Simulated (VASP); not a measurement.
Here is a VASP 6.6.1 calculation.

The input INCAR:

```
PREC = Accurate ; ENCUT = 520
EDIFF = 1E-7 ; ISMEAR = 0
SIGMA = 0.01 ; LREAL = False
LASPH = True ; NELM = 100
ALGO = Normal ; ISIF = 2
LWAVE = False ; LCHARG = True
GGA = PS ; LELF = True
LVHAR = True ; NBANDS = 16
```

Contents of KPOINTS:

```
regular mesh
0
Gamma
  6 6 6
```

POSCAR

```
ZnSe
1.0
    0.0000000000      2.8710911185      2.8710911185
    2.8710911185      0.0000000000      2.8710911185
    2.8710911185      2.8710911185      0.0000000000
Zn Se
1 1
Direct
    0.0000000000      0.0000000000      0.0000000000
    0.2500000000      0.2500000000      0.2500000000
```

Potentials or basis: VASP PAW PBE potentials, release 64 (Zn, Se).

Command:

```console
$ cat potpaw_PBE.64/Zn/POTCAR potpaw_PBE.64/Se/POTCAR > POTCAR
$ mpirun -np 1 vasp_std > vasp.out
```

(1) Estimate the pressure.

(2) What does it give for the band gap on the k mesh?

## Answers

(1) -3.0 GPa.

(2) 1.02 eV, direct.

Caveat: the PAW data sets were made with another functional, which shifts forces and pressure a little.
